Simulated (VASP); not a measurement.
A run of VASP 6.6.1 is set up as follows.

The input INCAR:

```
PREC = Accurate
ENCUT = 520
EDIFF = 1E-7
ISMEAR = 0
SIGMA = 0.05
LREAL = False
LASPH = True
NELM = 150
ALGO = Normal
ISIF = 2
LWAVE = False
LCHARG = True
LMAXMIX = 4
LDAU = True
LDAUTYPE = 2
LDAUL = 2 -1
LDAUU = 7 0
LDAUJ = 0 0
LDAUPRINT = 1
GGA = PS
LELF = True
LVHAR = True
NBANDS = 17
```

File KPOINTS:

```
regular mesh
0
Gamma
  6 6 6
```

The input POSCAR:

```
RuSe
1.0
    3.1876923100      0.0000000000      0.0000000000
    0.0000000000      3.1876923100      0.0000000000
    0.0000000000      0.0000000000      3.1876923100
Ru Se
1 1
Direct
    0.0000000000      0.0000000000      0.0000000000
    0.5000000000      0.5000000000      0.5000000000
```

Potentials or basis: VASP PAW PBE potentials, release 64 (Ru_pv, Se).

Launch:

```sh
$ cat potpaw_PBE.64/Ru_pv/POTCAR potpaw_PBE.64/Se/POTCAR > POTCAR
$ mpirun -np 1 vasp_std > vasp.out
```

(1) Predict the pressure.

(2) Predict the band gap on the k mesh.

Results:

(1) -16.0 GPa.

(2) zero (band 10 reaches 11.27 eV, above the bottom of band 11 at 7.68 eV).

Caveat: the PAW data sets were made with another functional, which shifts forces and pressure a little; U without spin polarisation on a metal has little footing.
